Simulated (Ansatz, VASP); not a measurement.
## Two plane-wave programs on MgSi

```xyz
2
Lattice="2.9084 0.0000 0.0000 0.0000 2.9084 0.0000 0.0000 0.0000 4.1034" Properties=species:S:1:pos:R:3 pbc="T T T"
Mg    0.0000    0.0000    0.0000
Si    1.4542    1.4542    2.0517
```

Alike in both runs: task single point; functional LDA; k mesh 18 × 18 × 14; occupations gaussian, width 0.15 eV; no spin polarisation.

|  | VASP | Ansatz |
| --- | --- | --- |
| version | VASP 6.6.1 | Ansatz 0.2.0 |
| potentials or method | VASP PAW LDA potentials, release 64 (Mg, Si), cutoff 520 eV | scalar-relativistic, plane waves, PAW |
| valence electrons in the cell | 6 | 14 |

|  | VASP | Ansatz | Ansatz less VASP |
| --- | --- | --- | --- |
| gap on the k mesh at the Fermi level (eV) | none | none | - |
| pressure (GPa) | -3.7 | -3.3 | +0.38 |
| traceless stress, the component that is largest in VASP (GPa) | -2.26 | -2.22 | +0.041 |

LDA's correlation is that of Perdew and Zunger in VASP and of Perdew and Wang (1992) in Ansatz. A gap of «none» marks a metal or a gap that the smearing closes. VASP's potentials hold 6 valence electrons a cell and Ansatz's 14, so a difference there can come from the potentials and not from the codes.
